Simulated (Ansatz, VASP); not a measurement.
## Sb: VASP beside Ansatz

```
CELL_PARAMETERS angstrom
0.00000 2.33567 2.37124
2.37124 0.00000 2.37124
2.37124 2.33567 0.00000
ATOMIC_POSITIONS crystal
Sb 0.00000 0.00000 0.00000
```

Change from the starting cell: strain -0.0150 x Voigt [0, 1, 0, 0, 0, 0], atoms carried along.

Alike in both runs: task single point; functional PBE; dispersion D3(BJ); k mesh 18 × 18 × 18; occupations gaussian, width 0.15 eV; no spin polarisation.

|  | VASP | Ansatz |
| --- | --- | --- |
| version | VASP 6.6.1 | Ansatz 0.2.0 |
| potentials or method | VASP PAW PBE potentials, release 64 (Sb), cutoff 520 eV | scalar-relativistic, plane waves, PAW |
| valence electrons in the cell | 5 | 15 |

Ansatz gave:

```
gap on the k mesh at the Fermi level (eV)                     : none
pressure (GPa)                                                : -0.3
traceless stress, the component that is largest in VASP (GPa) : -0.18
```

Q: Estimate VASP's values.

A: gap on the k mesh at the Fermi level (eV): none; pressure (GPa): -0.5; traceless stress, the component that is largest in VASP (GPa): -0.18.

A gap of «none» marks a metal or a gap that the smearing closes. VASP's potentials hold 5 valence electrons a cell and Ansatz's 15, so a difference there can come from the potentials and not from the codes.

Spin-orbit coupling is off throughout.
